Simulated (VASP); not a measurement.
A run of VASP 6.6.1 is set up as follows.

The input INCAR:

```
SYSTEM = SnO
  ALGO = Normal
  DIPOL = 0.5 0.5 0.395
  EDIFF = 1E-7
  ENCUT = 520
  GGA = PE
  IDIPOL = 3
  ISIF = 2
  ISMEAR = 0
  IVDW = 12
  LASPH = .True.
  LCHARG = .False.
  LDIPOL = .True.
  LREAL = .False.
  LWAVE = .False.
  NBANDS = 50
  NELM = 60
  PREC = Accurate
  SIGMA = 0.05
```

KPOINTS

```
k-points
0
Gamma
  7 7 1
  0 0 0
```

The input POSCAR:

```
SnO
1.0
    3.8201630995      0.0000000000      0.0000000000
    0.0000000000      3.8201630995      0.0000000000
    0.0000000000      0.0000000000     22.2260821294
Sn O
4 4
Direct
    0.7500000000      0.2500000000      0.2024648327
    0.2500000000      0.7500000000      0.3087832136
    0.3750000000      1.2500000000      0.4820031260
   -0.1250000000      1.7500000000      0.5883215068
    0.2500000000      0.2500000000      0.2556240231
    0.7500000000      0.7500000000      0.2556240231
   -0.1250000000      1.2500000000      0.5351623164
    0.3750000000      1.7500000000      0.5351623164
```

Potentials or basis: VASP PAW PBE potentials, release 64 (Sn_d, O).

The run is started by

```bash
$ cat potpaw_PBE.64/Sn_d/POTCAR potpaw_PBE.64/O/POTCAR > POTCAR
$ mpirun -np 1 vasp_std > vasp.out
```

(1) What does it give for the dispersion energy per atom?

(2) Predict the largest force.

(3) Estimate the band gap on the k mesh.

Results:

(1) -0.159 eV.

(2) 0.120 eV/Å.

(3) 2.26 eV (least direct gap 2.50 eV).

Caveat: the cell differs from its parent crystal (layers slid over each other); spin-orbit coupling is left out, which moves the levels of the heavy elements.
